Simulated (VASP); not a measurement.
Set up this calculation in VASP 6.6.1, as the native input.

```yaml
Task: single point
Functional: PBEsol
Potentials_or_basis: VASP PAW PBE potentials, release 64 (Ni, O)
Cutoff: 520 eV
k_mesh: 11 × 11 × 11
Occupations: methfessel-paxton, width 0.1 eV
Spin: collinear spin, ferromagnetic start
Starting_moments: "[0.52, 0.0, 0.0] μB"
Hubbard_terms: Ni d U = 6.0 eV
Dipole_correction: no
k_mesh_for_the_DOS: 17 × 17 × 17
Occupations_for_the_DOS: tetrahedron
Further_INCAR_settings: ALGO = Normal; EDIFF = 1e-07; NBANDS = 22
```

The system is NiO2.

```
CELL_PARAMETERS angstrom
1.46900 0.84813 7.30690
-1.46900 0.84813 7.30690
0.00000 -1.69625 7.30690
ATOMIC_POSITIONS crystal
Ni 0.00000 0.00000 0.00000
O 0.37879 0.37879 0.37879
O 0.62121 0.62121 0.62121
```

The input as run:

POSCAR

```
NiO2
1.0
    1.4689957981      0.8481251195      7.3068957565
   -1.4689957981      0.8481251195      7.3068957565
    0.0000000000     -1.6962502389      7.3068957565
Ni O
1 2
Direct
    0.0000000000      0.0000000000      0.0000000000
    0.3787890000      0.3787890000      0.3787890000
    0.6212110000      0.6212110000      0.6212110000
```

INCAR.step1

```
PREC = Accurate
ENCUT = 520
EDIFF = 1E-7
ISMEAR = 1
SIGMA = 0.1
LREAL = F
LASPH = T
NELM = 150
ALGO = Normal
ISIF = 2
LWAVE = F
LCHARG = T
ISPIN = 2
MAGMOM = 0.52 0 0
LMAXMIX = 4
LDAU = T
LDAUTYPE = 2
LDAUL = 2 -1
LDAUU = 6 0
LDAUJ = 0 0
LDAUPRINT = 1
GGA = PS
NBANDS = 22
```

KPOINTS.step1

```
regular mesh
0
Gamma
  11 11 11
```

INCAR.step2

```
PREC = Accurate
ENCUT = 520
EDIFF = 1E-7
ISMEAR = -5
SIGMA = 0.1
LREAL = F
LASPH = T
NELM = 150
ALGO = Normal
ISIF = 2
LWAVE = F
LCHARG = F
ISPIN = 2
MAGMOM = 0.52 0 0
LORBIT = 11
LMAXMIX = 4
LDAU = T
LDAUTYPE = 2
LDAUL = 2 -1
LDAUU = 6 0
LDAUJ = 0 0
LDAUPRINT = 1
GGA = PS
NBANDS = 22
NEDOS = 1001
ICHARG = 11
```

KPOINTS.step2

```
regular mesh
0
Gamma
  17 17 17
```

Potentials or basis: VASP PAW PBE potentials, release 64 (Ni, O).

Launch:

```console
$ cat potpaw_PBE.64/Ni/POTCAR potpaw_PBE.64/O/POTCAR > POTCAR
$ cp INCAR.step1 INCAR
$ cp KPOINTS.step1 KPOINTS
$ mpirun -np 1 vasp_std > vasp.out
$ cp INCAR.step2 INCAR
$ cp KPOINTS.step2 KPOINTS
$ mpirun -np 1 vasp_std > vasp.out
```

Results of the run:

* Net moment: 0.00 μB per cell
* Valence electrons inside the program's atomic spheres: Ni 9.27; O 4.81

Caveat: the moments typed at the start vanished in this run.

It took 62 min on 1 thread of Intel(R) Xeon(R) 6975P-C (Granite Rapids), with other jobs on the host, peak memory 1.2 GiB.
